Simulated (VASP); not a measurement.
Here is a VASP 6.6.1 calculation.

File INCAR:

```
SYSTEM = SiC
PREC = Accurate
ENCUT = 520
EDIFF = 1E-6
ISMEAR = -1
SIGMA = 0.05
LREAL = .FALSE.
LASPH = .TRUE.
NELM = 80
ALGO = Normal
ISIF = 2
LWAVE = .FALSE.
LCHARG = .FALSE.
GGA = VW
NBANDS = 16
```

File KPOINTS:

```
regular mesh
0
G
  10 10 5
  0 0 0
```

The input POSCAR:

```
SiC
1.0
    3.0553550827      0.0000000000      0.0000000000
   -1.5276775413      2.6460151191      0.0000000000
    0.0000000000      0.0000000000      5.0141197845
Si C
2 2
Direct
    0.6666666667      0.3333333333      0.5000000000
    0.3333333333      0.6666666667      0.0000000000
    0.6666666667      0.3333333333      0.8850000000
    0.3333333333      0.6666666667      0.3850000000
```

Potentials or basis: VASP PAW PBE potentials, release 64 (Si, C).

Command:

```bash
$ cat potpaw_PBE.64/Si/POTCAR potpaw_PBE.64/C/POTCAR > POTCAR
$ mpirun -np 1 vasp_std > vasp.out
```

(1) Estimate the pressure.

(2) Estimate the largest force.

(3) Estimate the band gap on the k mesh.

Answers

(1) 1.7 GPa.

(2) 0.775 eV/Å.

(3) 2.33 eV, indirect (least direct gap 4.03 eV).

Caveat: the PAW data sets were made with another functional, which shifts forces and pressure a little.
